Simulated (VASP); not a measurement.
A run of VASP 6.6.1 is set up as follows.

INCAR

```
PREC = Accurate ; ENCUT = 520
EDIFF = 1E-7 ; ISMEAR = 0
SIGMA = 0.15 ; LREAL = F
LASPH = T ; NELM = 80
ALGO = Normal ; ISIF = 2
LWAVE = F ; LCHARG = F
GGA = PE ; NBANDS = 13
```

File KPOINTS:

```
regular mesh
0
Gamma
  22 22 22
```

The input POSCAR:

```
W
1.0
   -1.5254544914      1.5254544914      1.5254544914
    1.5254544914     -1.5254544914      1.5254544914
    1.5254544914      1.5254544914     -1.5254544914
W
1
Direct
    0.0000000000      0.0000000000      0.0000000000
```

Potentials or basis: VASP PAW PBE potentials, release 64 (W_sv).

Run with:

```bash
$ cat potpaw_PBE.64/W_sv/POTCAR > POTCAR
$ mpirun -np 1 vasp_std > vasp.out
```

Question: What does it give for the band gap on the k mesh?

Answer: Zero (band 7 reaches 19.12 eV, above the bottom of band 8 at 11.68 eV).

Question: Predict the pressure.

Answer: 51.6 GPa.

Caveat: spin-orbit coupling is left out, which moves the levels of the heavy elements.
